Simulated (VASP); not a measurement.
Set up this calculation in VASP 6.6.1, as the native input.

```
Task                               : single point
Functional                         : HSE06
Potentials or basis                : VASP PAW PBE potentials, release 64 (Zn, S)
Cutoff                             : 520 eV
k mesh                             : 6 × 6 × 6
Occupations                        : fermi-dirac, width 0.02 eV
Spin                               : no spin polarisation
Dipole correction                  : no
Grid for exact exchange (PRECFOCK) : Normal
Further INCAR settings             : ALGO = Normal; EDIFF = 1e-06; NBANDS = 16
Share of exact exchange            : 0.25
Screening parameter                : 0.2079 1/Å
```

ZnS:

```xyz
2
Lattice="0.0000 2.7125 2.7125 2.7125 0.0000 2.7125 2.7125 2.7125 0.0000" Properties=species:S:1:pos:R:3 pbc="T T T"
Zn    0.0000    0.0000    0.0000
S     1.3563    1.3563    1.3563
```

One way to write it, as run:

POSCAR

```
ZnS
1.0
    0.0000000000      2.7125325299      2.7125325299
    2.7125325299      0.0000000000      2.7125325299
    2.7125325299      2.7125325299      0.0000000000
Zn S
1 1
Direct
    0.0000000000      0.0000000000      0.0000000000
    0.2500000000      0.2500000000      0.2500000000
```

INCAR.step1

```
SYSTEM = ZnS
  ALGO = Normal
  EDIFF = 1E-5
  ENCUT = 520
  GGA = PE
  ISIF = 2
  ISMEAR = -1
  LASPH = .True.
  LCHARG = .False.
  LREAL = .False.
  LWAVE = .True.
  NBANDS = 16
  NELM = 60
  PREC = Accurate
  SIGMA = 0.02
```

INCAR.step2

```
SYSTEM = ZnS
  ALGO = Normal
  EDIFF = 1E-6
  ENCUT = 520
  GGA = PE
  HFSCREEN = 0.2079
  ISIF = 2
  ISMEAR = -1
  ISTART = 1
  LASPH = .True.
  LCHARG = .False.
  LHFCALC = .True.
  LREAL = .False.
  LWAVE = .False.
  NBANDS = 16
  NELM = 60
  PREC = Accurate
  PRECFOCK = Normal
  SIGMA = 0.02
```

KPOINTS

```
k-points
0
Gamma
  6 6 6
  0 0 0
```

Potentials or basis: VASP PAW PBE potentials, release 64 (Zn, S).

Command:

```sh
$ cat potpaw_PBE.64/Zn/POTCAR potpaw_PBE.64/S/POTCAR > POTCAR
$ cp INCAR.step1 INCAR
$ mpirun -np 1 vasp_std > vasp.out
$ cp INCAR.step2 INCAR
$ mpirun -np 1 vasp_std > vasp.out
```

It gave:

The pressure is 0.0 GPa and the band gap on the k mesh is 3.27 eV.

Caveat: the PAW data sets were made with another functional, which shifts forces and pressure a little.

It took 63 min on 1 thread of Intel(R) Xeon(R) Platinum 8259CL CPU @ 2.50GHz (Skylake/Cascade Lake), with other jobs on the host, peak memory 0.29 GiB.
